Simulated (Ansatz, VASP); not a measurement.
SiC in VASP and in Ansatz

```
CELL_PARAMETERS angstrom
0.00000 2.17400 2.00008
2.17400 0.00000 2.00008
2.17400 2.17400 0.00000
ATOMIC_POSITIONS crystal
Si 0.00000 0.00000 0.00000
C 0.75000 0.75000 0.75000
```

Change from the starting cell: strain +0.000 along x and y, -0.080 along z, atoms carried along.

Alike in both runs: task single point; functional PBE; k mesh 12 × 12 × 12; occupations gaussian, width 0.05 eV; no spin polarisation.

|  | VASP | Ansatz |
| --- | --- | --- |
| version | VASP 6.6.1 | Ansatz 0.2.0 |
| potentials or method | VASP PAW PBE potentials, release 64 (Si, C), cutoff 520 eV | scalar-relativistic, plane waves, PAW |
| valence electrons in the cell | 8 | 8 |

```csv
,VASP,Ansatz,Ansatz less VASP
gap on the k mesh at the Fermi level (eV),0.43,0.43,+0.004
least direct gap on the mesh (eV),4.54,4.55,+0.007
pressure (GPa),26.6,26.7,+0.11
"traceless stress, the component that is largest in VASP (GPa)",11.57,11.52,-0.050
```
